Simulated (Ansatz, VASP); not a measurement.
## CaSe: VASP beside Ansatz

Contents of POSCAR:

```
CaSe
1.0
    0.0000000000     -2.9560000000     -2.9560000000
    2.9560000000      0.0000000000     -2.9560000000
    2.9560000000     -2.9560000000      0.0000000000
Ca Se
1 1
Direct
    0.0000000000      0.0000000000      0.0000000000
    0.5000000000      0.5000000000      0.5000000000
```

INCAR.step1

```
SYSTEM = CaSe
  PREC = Accurate
  ENCUT = 600
  ISMEAR = 0
  SIGMA = 0.02
  LREAL = .False.
  LASPH = .True.
  NELM = 100
  GGA = PE
  ALGO = Normal
  EDIFF = 1E-4
  LWAVE = .True.
  LCHARG = .False.
```

INCAR.step2

```
SYSTEM = CaSe
  PREC = Accurate
  ENCUT = 600
  EDIFF = 1E-6
  ISMEAR = 0
  SIGMA = 0.02
  LREAL = .False.
  LASPH = .True.
  NELM = 100
  ALGO = Normal
  ISIF = 3
  LWAVE = .False.
  LCHARG = .False.
  METAGGA = R2SCAN
  LMIXTAU = .True.
  IBRION = 2
  NSW = 100
  EDIFFG = -0.005
  ISTART = 1
```

The input KPOINTS:

```
Automatic mesh
0
Gamma
  8 8 8
  0 0 0
```

Input for Ansatz:

```yaml
crystal:
  lattice:
    - [0.0, -2.956, -2.956]
    - [2.956, 0.0, -2.956]
    - [2.956, -2.956, 0.0]
  atoms:
    - { symbol: Ca, position: [0.0, 0.0, 0.0] }
    - { symbol: Se, position: [0.5, 0.5, 0.5] }
basis:
  ecutwfc: 500
kpoints:
  mp_grid: { grid: [8, 8, 8] }
hamiltonian:
  xc: r2scan
scf:
  occupations: { method: gaussian, width: 0.02 }
output:
  forces: true
  stress: true
  eigenvalues: true
  write_density: true
  write_potential: true
  elf: true
  volumetric_format: npy
relax:
  adjacent_minimum: "off"
  f_tol: 0.005
  max_steps: 80
  cell: { stress_tol: 0.05 }
```

Alike in both runs: task relaxation of cell and atoms; functional r2SCAN; k mesh 8 × 8 × 8; occupations gaussian, width 0.02 eV; no spin polarisation.

```csv
,VASP,Ansatz
version,VASP 6.6.1,Ansatz 0.2.0
potentials or method,"VASP PAW PBE potentials, release 64 (Ca_sv, Se), cutoff 600 eV","scalar-relativistic, plane waves, PAW"
valence electrons in the cell,16,26
```

|  | VASP | Ansatz | Ansatz less VASP |
| --- | --- | --- | --- |
| gap on the k mesh at the Fermi level, each at its own relaxed structure (eV) | 2.53 | 2.52 | -0.010 |
| relaxed volume (Å³/atom) | 26.25 | 26.13 | -0.120 |
| relaxed cell length with the largest relative difference (Å) | 4.203 | 4.197 | -0.0064 |

VASP's potentials were made for PBE, not for r2SCAN. VASP's potentials hold 16 valence electrons a cell and Ansatz's 26, so a difference there can come from the potentials and not from the codes.
